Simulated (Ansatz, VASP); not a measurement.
# One calculation of AgI, two programs

```
Ag I
1.0
     4.58000    0.00000    0.00000
    -2.29000    3.96640    0.00000
     0.00000    0.00000    7.51000
Ag I
2 2
Direct
  0.33333 0.66667 0.00000
  0.66667 0.33333 0.50000
  0.33333 0.66667 0.37500
  0.66667 0.33333 0.87500
```

Alike in both runs: task single point; functional PBE; k mesh 8 × 8 × 6; occupations gaussian, width 0.05 eV; no spin polarisation.

```csv
,VASP,Ansatz
version,VASP 6.6.1,Ansatz 0.2.0
potentials or method,"VASP PAW PBE potentials, release 64 (Ag, I), cutoff 500 eV","scalar-relativistic, plane waves, PAW"
valence electrons in the cell,36,72
```

VASP gave:

```
gap on the k mesh at the Fermi level (eV)                     : 1.37
least direct gap on the mesh (eV)                             : 1.37
pressure (GPa)                                                : 2.0
traceless stress, the component that is largest in VASP (GPa) : -0.10
rms of the force components (eV/Å)                            : 0.012
```

What did Ansatz give for the same quantities?

gap on the k mesh at the Fermi level (eV): 1.36; least direct gap on the mesh (eV): 1.36; pressure (GPa): 2.0; traceless stress, the component that is largest in VASP (GPa): -0.10; rms of the force components (eV/Å): 0.012.

Atom by atom the forces differ by 0.000 eV/Å (rms over components). The functional is the same, so the differences come from potentials, cutoffs and numerics. VASP's potentials hold 36 valence electrons a cell and Ansatz's 72, so a difference there can come from the potentials and not from the codes.

Neither program's run includes spin-orbit coupling.
